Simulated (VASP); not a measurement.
# NbTe (Pm-3m) in VASP: notebook

NbTe is run at these levels: PBE, r2SCAN; tasks: single point.

All numbers are computed with VASP 6.6.1; they aren't measurements. Logs are shortened: lines on timing, memory, paths and dates and some standing lists are left out, and cuts for length are marked.

### 1 The cell of the first run

Symmetry: Pm-3m, No. 221, cubic system. Conventional cell: a = 3.426 Å, b = 3.426 Å, c = 3.426 Å, α = 90.00°, β = 90.00°, γ = 90.00°. Nb (site symmetry m-3m) has 8 Te at 2.97 Å and 6 Nb at 3.43 Å within 3.9 Å. Within 3.9 Å of Te (site symmetry m-3m) lie 8 Nb at 2.97 Å and 6 Te at 3.43 Å.

### 2 Single point, PBE

INCAR reads:

```
PREC = Accurate
ENCUT = 520
EDIFF = 1E-7
ISMEAR = 0
SIGMA = 0.024
LREAL = F
LASPH = T
NELM = 100
ALGO = Normal
ISIF = 2
LWAVE = F
LCHARG = F
GGA = PE
NBANDS = 16
```

KPOINTS reads:

```
regular mesh
0
Gamma
  8 8 8
```

POSCAR reads:

```
NbTe
1.0
    3.4257000000      0.0000000000      0.0000000000
    0.0000000000      3.4257000000      0.0000000000
    0.0000000000      0.0000000000      3.4257000000
Nb Te
1 1
Direct
    0.5000000000      0.5000000000      0.5000000000
    0.0000000000      0.0000000000      0.0000000000
```

Potentials or basis: VASP PAW PBE potentials, release 64 (Nb_sv, Te).

On the command line:

```bash
$ cat potpaw_PBE.64/Nb_sv/POTCAR potpaw_PBE.64/Te/POTCAR > POTCAR
$ mpirun -np 1 vasp_std > vasp.out
```

OUTCAR:

```text
PREC = Accurate
   ENCUT = 520
   EDIFF = 1E-7
   ISMEAR = 0
   LREAL = F
   LASPH = T
   NELM = 100
   ISIF = 2
   GGA = PE

 ion  position               nearest neighbor table
   1  0.500  0.500  0.500-   2 2.97   2 2.97   2 2.97   2 2.97   2 2.97   2 2.97   2 2.97   2 2.97

   2  0.000  0.000  0.000-   1 2.97   1 2.97   1 2.97   1 2.97   1 2.97   1 2.97   1 2.97   1 2.97

  LATTYP: Found a simple cubic cell.
 ALAT       =     3.4257000000

  Lattice vectors:

 A1 = (   3.4257000000,   0.0000000000,   0.0000000000)
 A2 = (   0.0000000000,   3.4257000000,   0.0000000000)
 A3 = (   0.0000000000,   0.0000000000,   3.4257000000)

Analysis of symmetry for initial positions (statically):
=====================================================================
 Subroutine PRICEL returns:
 Original cell was already a primitive cell.

 Routine SETGRP: Setting up the symmetry group for a
 simple cubic supercell.

 Subroutine GETGRP returns: Found 48 space group operations
 (whereof 48 operations were pure point group operations)
 out of a pool of 48 trial point group operations.

The static configuration has the point symmetry O_h .

Analysis of symmetry for dynamics (positions and initial velocities):
=====================================================================
 Subroutine PRICEL returns:
 Original cell was already a primitive cell.

 Routine SETGRP: Setting up the symmetry group for a
 simple cubic supercell.

 Subroutine GETGRP returns: Found 48 space group operations
 (whereof 48 operations were pure point group operations)
 out of a pool of 48 trial point group operations.

The dynamic configuration has the point symmetry O_h .

 Subroutine INISYM returns: Found 48 space group operations
 (whereof 48 operations are pure point group operations),
 and found     1 'primitive' translations

----------------------------------------------------------------------------------------

                                     Primitive cell

  volume of cell :      40.2020

  direct lattice vectors                    reciprocal lattice vectors
     3.425700000  0.000000000  0.000000000     0.291911142  0.000000000  0.000000000
     0.000000000  3.425700000  0.000000000     0.000000000  0.291911142  0.000000000
     0.000000000  0.000000000  3.425700000     0.000000000  0.000000000  0.291911142

  length of vectors
     3.425700000  3.425700000  3.425700000     0.291911142  0.291911142  0.291911142

  position of ions in fractional coordinates (direct lattice)
     0.500000000  0.500000000  0.500000000
     0.000000000  0.000000000  0.000000000

  ion indices of the primitive-cell ions
   primitive index   ion index
                 1           1
                 2           2

----------------------------------------------------------------------------------------

 KPOINTS: regular mesh

Automatic generation of k-mesh.
 Grid dimensions read from file:
 generate k-points for:    8    8    8

 Generating k-lattice:

  Cartesian coordinates                     Fractional coordinates (reciprocal lattice)
     0.036488893  0.000000000  0.000000000     0.125000000  0.000000000  0.000000000
     0.000000000  0.036488893  0.000000000     0.000000000  0.125000000  0.000000000
     0.000000000  0.000000000  0.036488893     0.000000000  0.000000000  0.125000000

  Length of vectors
     0.036488893  0.036488893  0.036488893

  Shift w.r.t. Gamma in fractional coordinates (k-lattice)
     0.000000000  0.000000000  0.000000000

 Subroutine IBZKPT returns following result:
 ===========================================

 Found     35 irreducible k-points:

 Following reciprocal coordinates:
            Coordinates               Weight
  0.000000  0.000000  0.000000      1.000000
  0.125000  0.000000  0.000000      6.000000
  0.250000  0.000000  0.000000      6.000000
  0.375000  0.000000  0.000000      6.000000
  0.500000  0.000000  0.000000      3.000000
  0.125000  0.125000  0.000000     12.000000
[... 16 lines left out ...]
  0.375000  0.375000  0.125000     24.000000
  0.500000  0.375000  0.125000     24.000000
 [... further k-points ...]
   k-points           NKPTS =     35   k-points in BZ     NKDIM =     35   number of bands    NBANDS=     16
   number of dos      NEDOS =    301   number of ions     NIONS =      2
   total plane-waves  NPLWV =  21952
   dimension x,y,z NGX =    28 NGY =   28 NGZ =   28
   dimension x,y,z NGXF=    56 NGYF=   56 NGZF=   56
   ions per type =               1   1
   NGX,Y,Z   is equivalent  to a cutoff of  13.59, 13.59, 13.59 a.u.
   NGXF,Y,Z  is equivalent  to a cutoff of  27.18, 27.18, 27.18 a.u.
 SYSTEM =  unknown system
   PREC   = accura    normal or accurate (medium, high low for compatibility)
   ISTART =      0    job   : 0-new  1-cont  2-samecut
   ICHARG =      2    charge: 1-file 2-atom 10-const
   ISPIN  =      1    spin polarized calculation?
   LNONCOLLINEAR =      F non collinear calculations
   LSORBIT =      F    spin-orbit coupling
   LASPH  =      T    aspherical Exc in radial PAW
   ENCUT  =  520.0 eV  38.22 Ry    6.18 a.u.   6.37  6.37  6.37*2*pi/ulx,y,z
   NELM   =    100;   NELMIN=  2; NELMDL= -5     # of ELM steps
   EDIFF  = 0.1E-06   stopping-criterion for ELM
   LREAL  =      F    real-space projection
   EDIFFG = 0.1E-05   stopping-criterion for IOM
   NSW    =      0    number of steps for IOM
   IBRION =     -1    ionic relax: 0-MD 1-quasi-New 2-CG
   NFREE  =      0    steps in history (QN), initial steepest desc. (CG)
   ISIF   =      2    stress and relaxation
   ISYM   =      2    0-nonsym 1-usesym 2-fastsym
   POTIM  = 0.5000    time-step for ionic-motion
   TEBEG  =    0.0;   TEEND  =   0.0 temperature during run
   PSTRESS=    0.0 pullay stress
   NELECT =      19.0000    total number of electrons
   NUPDOWN=      -1.0000    fix difference up-down
   EMIN   =  10.00;   EMAX   =-10.00  energy-range for DOS
   EFERMI =   0.00;   METHOD = LEGACY
   ISMEAR =     0;   SIGMA  =   0.02  broadening in eV -4-tet -1-fermi 0-gaus
   EFERMI_NEDOS =   21; number of points for ismear=-14 and -15
   IALGO  =     38    algorithm
   IMIX   =      4    mixing-type and parameters
     AMIX     =   0.40;   BMIX     =  1.00
     AMIX_MAG =   1.60;   BMIX_MAG =  1.00
  volume/ion in A,a.u.               =      20.10       135.65
  Fermi-wavevector in a.u.,A,eV,Ry     =   1.275195  2.409770 22.124747  1.626123
  Thomas-Fermi vector in A             =   2.407921
   LORBIT       =      0    0 simple, 1 ext, 2 COOP (PROOUT), +10 PAW based schemes
   GGA     = PE    functional components
   LHFCALC =     F    Hartree Fock is set to
   AEXX    =    0.0000 exact exchange contribution
   IVDW    =     0    specifies the selected vdW correction
   LEPSILON=     F    determine dielectric tensor
   LRPA    =     F    only Hartree local field effects (RPA)
 non-spin polarized calculation
 Gauss-broadening in eV      SIGMA  =   0.02
  energy-cutoff  :      520.00
  volume of cell :       40.20
 maximum number of plane-waves:      1108
 NGX is ok and might be reduce to    28
   NGX = 13   NGY = 13   NGZ = 13

 number of electron      18.9999999 magnetization

 Free energy of the ion-electron system (eV)
  ---------------------------------------------------
  ext. energy  EPLUGINS =         0.00000000
  ---------------------------------------------------
  free energy    TOTEN  =       -13.48740065 eV

  energy without entropy =      -13.48679723  energy(sigma->0) =      -13.48709894

 E-fermi :  12.0661     XC(G=0): -11.8082

 val. band max:       12.0516231510   @ k =   0.2500   0.1250   0.1250
 cond. band min:      12.0745397152   @ k =   0.2500   0.0000   0.0000
 fundamental gap:      0.0229165641
 Fermi energy:        12.0661011225

 k-point     1 :       0.0000    0.0000    0.0000
  band No.  band energies     occupation
      1     -43.2012      2.00000
      2     -19.2135      2.00000
      3     -19.2135      2.00000
      4     -19.2135      2.00000
      5      -2.3069      2.00000
      6       9.4119      2.00000
[... 8 lines left out ...]
     15      20.2354      0.00000
     16      20.2354      0.00000

 k-point     2 :       0.1250    0.0000    0.0000
  band No.  band energies     occupation
      1     -43.1994      2.00000
      2     -19.2433      2.00000
      3     -19.2104      2.00000
      4     -19.2104      2.00000
      5      -2.1207      2.00000
      6       8.4529      2.00000
[... 8 lines left out ...]
     15      19.4402      0.00000
     16      20.7820      0.00000

 k-point     3 :       0.2500    0.0000    0.0000
  band No.  band energies     occupation
      1     -43.1950      2.00000
      2     -19.3143      2.00000
      3     -19.2030      2.00000
      4     -19.2030      2.00000
      5      -1.6053      2.00000
      6       6.5958      2.00000
[... 8 lines left out ...]
     15      18.0734      0.00000
     16      22.4566      0.00000

 k-point     4 :       0.3750    0.0000    0.0000
  band No.  band energies     occupation
      1     -43.1906      2.00000
      2     -19.3844      2.00000
      3     -19.1955      2.00000
      4     -19.1955      2.00000
      5      -0.9343      2.00000
      6       4.9590      2.00000
[... 8 lines left out ...]
     15      17.7375      0.00000
     16      20.4923      0.00000
[... 324 lines left out ...]
 k-point    22 :       0.5000    0.2500    0.1250
  band No.  band energies     occupation
      1     -43.1810      2.00000
      2     -19.3910      2.00000
      3     -19.2830      2.00000
      4     -19.2114      2.00000
      5      -0.1890      2.00000
      6       5.2712      2.00000
[... 8 lines left out ...]
     15      19.0013      0.00000
     16      19.9706      0.00000

 k-point    23 :       0.3750    0.3750    0.1250
  band No.  band energies     occupation
      1     -43.1785      2.00000
      2     -19.3542      2.00000
      3     -19.3501      2.00000
      4     -19.2081      2.00000
      5      -0.0937      2.00000
      6       6.2229      2.00000
[... 8 lines left out ...]
     15      19.7258      0.00000
     16      20.8007      0.00000

 k-point    24 :       0.5000    0.3750    0.1250
  band No.  band energies     occupation
      1     -43.1767      2.00000
      2     -19.3789      2.00000
      3     -19.3474      2.00000
      4     -19.2055      2.00000
      5       0.0687      2.00000
      6       5.9924      2.00000
[... 8 lines left out ...]
     15      19.5859      0.00000
     16      20.3488      0.00000

 [... further k-points ...]

------------------------ aborting loop because EDIFF is reached ----------------------------------------

  FORCE on cell =-STRESS in cart. coord.  units (eV):
  Direction    XX          YY          ZZ          XY          YZ          ZX
  --------------------------------------------------------------------------------------
  -------------------------------------------------------------------------------------
  Total       -0.0805849     -0.0805849     -0.0805849     -0.0000000     -0.0000000      0.0000000
  in kB       -3.2115603     -3.2115603     -3.2115603     -0.0000000     -0.0000000      0.0000000
  external PRESSURE =      -3.2115603 kB  Pullay stress =       0.0000000 kB

 VOLUME and BASIS-vectors are now :
 -----------------------------------------------------------------------------
  energy-cutoff  :      520.00
  volume of cell :       40.20
      direct lattice vectors                 reciprocal lattice vectors
     3.425700000  0.000000000  0.000000000     0.291911142  0.000000000  0.000000000
     0.000000000  3.425700000  0.000000000     0.000000000  0.291911142  0.000000000
     0.000000000  0.000000000  3.425700000     0.000000000  0.000000000  0.291911142

 POSITION                                       TOTAL-FORCE (eV/Angst)
 -----------------------------------------------------------------------------------
      1.71285      1.71285      1.71285         0.000000      0.000000      0.000000
      0.00000      0.00000      0.00000         0.000000      0.000000      0.000000
 -----------------------------------------------------------------------------------
    total drift:                                0.000000      0.000000      0.000000

  FREE ENERGIE OF THE ION-ELECTRON SYSTEM (eV)
  ---------------------------------------------------
  free  energy   TOTEN  =       -13.4874006462 eV

  energy  without entropy=      -13.4867972284  energy(sigma->0) =      -13.48709894
```

Run time: 46 s. Hardware: 1 thread of Intel Xeon 8259CL, shared host; peak memory 0.17 GiB.

Results:

| Property | Result |
| --- | --- |
| Free energy | -13.4874 eV |
| Pressure | -0.3 GPa |

Caveat: spin-orbit coupling is left out, which moves the levels of the heavy elements.

### 3 Single point, r2SCAN, non-collinear spin, zero start, spin-orbit coupling

POSCAR is that of step 2.

INCAR.step1 reads:

```
SYSTEM = NbTe
  ALGO = Normal
  EDIFF = 1E-4
  ENCUT = 520
  GGA = PE
  GGA_COMPAT = .False.
  ISMEAR = -1
  LASPH = .True.
  LCHARG = .False.
  LMAXMIX = 4
  LREAL = .False.
  LSORBIT = .True.
  LWAVE = .True.
  MAGMOM = 0 0 0 0 0 0
  NBANDS = 31
  NELM = 150
  PREC = Accurate
  SIGMA = 0.05
```

INCAR.step2 reads:

```
SYSTEM = NbTe
  ALGO = Normal
  EDIFF = 1E-6
  ENCUT = 520
  GGA_COMPAT = .False.
  ISIF = 2
  ISMEAR = -1
  ISTART = 1
  LASPH = .True.
  LCHARG = .False.
  LMAXMIX = 4
  LMIXTAU = .True.
  LORBIT = 11
  LORBMOM = .True.
  LREAL = .False.
  LSORBIT = .True.
  LWAVE = .False.
  MAGMOM = 0 0 0 0 0 0
  METAGGA = R2SCAN
  NBANDS = 31
  NELM = 150
  PREC = Accurate
  SIGMA = 0.05
```

KPOINTS reads:

```
k-points
0
Gamma
  6 6 6
  0 0 0
```

Potentials or basis: VASP PAW PBE potentials, release 64 (Nb_sv, Te).

On the command line:

```bash
$ cat potpaw_PBE.64/Nb_sv/POTCAR potpaw_PBE.64/Te/POTCAR > POTCAR
$ cp INCAR.step1 INCAR
$ mpirun -np 1 vasp_ncl > vasp.out
$ cp INCAR.step2 INCAR
$ mpirun -np 1 vasp_ncl > vasp.out
```

Run time: 9.6 min. Hardware: 1 thread of Intel Xeon 8259CL, shared host; peak memory 0.3 GiB.

The run converged. Its results:

```
Free energy                                           : -50.5595 eV
Pressure                                              : -0.5 GPa
Net moment                                            : 0.00 μB per cell
Valence electrons inside the program's atomic spheres : Nb 10.59; Te 3.50
```

Moments on the atoms (μB; x, y, z):
```
Nb  0.00 0.00 0.00
Te  0.00 0.00 0.00
```

Caveat: the PAW data sets were made with another functional, which shifts forces and pressure a little.
